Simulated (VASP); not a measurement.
Set up this calculation in VASP 6.6.1, as the native input.

- Task: single point
- Functional: PBE
- Potentials or basis: VASP PAW PBE potentials, release 64 (C, B)
- Cutoff: 520 eV
- k mesh: 6 × 9 × 8
- Occupations: gaussian, width 0.05 eV
- Spin: no spin polarisation
- Dipole correction: no
- Further INCAR settings: ALGO = Normal; EDIFF = 1e-06; NBANDS = 20

The structure of BC5 lies in POSCAR:

```
BC5
1.0
   -1.2526000000      3.8625540000      1.8671370000
    1.2526000000     -3.8625540000      1.8671370000
    1.2526000000      3.8625540000     -1.8671370000
C B
5 1
Direct
    0.8320690000      0.8352760000      0.0065040000
    0.2083880000      0.0287840000      0.1648560000
    0.8741190000      0.0241410000      0.8053960000
    0.4503560000      0.7679340000      0.6501910000
    0.1015440000      0.7820550000      0.3343820000
    0.5312600000      0.0174300000      0.4815620000
```

These files were run (other wordings do the same):

INCAR

```
PREC = Accurate ; ENCUT = 520
EDIFF = 1E-6 ; ISMEAR = 0
SIGMA = 0.05 ; LREAL = F
LASPH = T ; NELM = 100
ALGO = Normal ; ISIF = 2
LWAVE = F ; LCHARG = T
GGA = PE ; LELF = T
LVHAR = T ; NBANDS = 20
```

KPOINTS

```
Automatic mesh
0
Gamma
  6 9 8
```

Potentials or basis: VASP PAW PBE potentials, release 64 (C, B).

Launch:

```console
$ cat potpaw_PBE.64/C/POTCAR potpaw_PBE.64/B/POTCAR > POTCAR
$ mpirun -np 1 vasp_std > vasp.out
```

Results of the run:

The pressure is 1.5 GPa, the largest force is 2.844 eV/Å and the band gap on the k mesh is zero (an odd number of electrons rules out a gap without spin polarisation).

Caveat: forces of over 1 eV/Å act on the atoms, so gaps and moduli don't describe the material at rest.

Wall time 2.1 min on 1 thread of Intel(R) Xeon(R) 6975P-C (Granite Rapids) (shared host), peak memory 0.27 GiB.
